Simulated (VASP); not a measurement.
Write the native input for VASP 6.6.1 that does the following.

* Task: single point
* Functional: PBE
* Potentials or basis: VASP PAW PBE potentials, release 64 (Ga_d)
* Cutoff: 520 eV
* k mesh: 10 × 10 × 10
* Occupations: methfessel-paxton, width 0.05 eV
* Spin: no spin polarisation
* Dipole correction: no
* Further INCAR settings: ALGO = Normal; EDIFF = 1e-06; NBANDS = 12

The structure of Ga lies in POSCAR:

```
Ga
1.0
    2.3482193875      0.0000000000      0.0000000000
    0.0000000000      2.3482193875      0.0000000000
    0.0000000000      0.0000000000      2.3482193875
Ga
1
Direct
    0.0000000000      0.0000000000      0.0000000000
```

These files were run (other wordings do the same):

INCAR

```
PREC = Accurate ; ENCUT = 520
EDIFF = 1E-6 ; ISMEAR = 1
SIGMA = 0.05 ; LREAL = F
LASPH = T ; NELM = 60
ALGO = Normal ; ISIF = 2
LWAVE = F ; LCHARG = T
GGA = PE ; LELF = T
LVHAR = T ; NBANDS = 12
```

KPOINTS

```
regular mesh
0
Gamma
  10 10 10
```

Potentials or basis: VASP PAW PBE potentials, release 64 (Ga_d).

Command:

```sh
$ cat potpaw_PBE.64/Ga_d/POTCAR > POTCAR
$ mpirun -np 1 vasp_std > vasp.out
```

Results of the run:

```
Pressure : 60.5 GPa
```

Run time: 11 s on 1 thread of Intel Xeon 8259CL (shared host), peak memory 0.12 GiB.
